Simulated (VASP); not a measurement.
Runs of VASP 6.6.1 on BeZn2TeS2. The structure is that of space group P4/mmm (No. 123), or close to it. The cells are those of the table. 

| task | cell | k mesh | cutoff (eV) | gap on the mesh (eV) | pressure (GPa) |
| --- | --- | --- | --- | --- | --- |
| single point | a = 5.453, b = 5.453, c = 4.535 Å, 6 atoms | 4 × 4 × 6 | 520 | none | (a) |
| single point | a = 5.486, b = 5.486, c = 4.523 Å, 6 atoms | 8 × 8 × 8 | 520 | none | 0.1 |
| single point | a = 5.781, b = 5.781, c = 3.386 Å, 6 atoms | 4 × 4 × 6 | 520 | none | 63.1 |
| relaxation of cell and atoms | relaxed from a = 5.781, b = 5.781, c = 3.386 Å, 6 atoms | 4 × 4 × 6 | 600 | none | 0.0 |

Alike in all rows: level PBE; potentials or basis VASP PAW PBE potentials, release 64 (Be, Zn, Te, S); no spin polarisation; smearing gaussian 0.1 eV.

Estimate the missing entries.

(a) 0.2.

Caveats: spin-orbit coupling is left out, which moves the levels of the heavy elements.

A k mesh can miss the band edges, and the runs leave out spin-orbit coupling on Te.

A gap of «none» marks levels without a gap at the run's occupations.
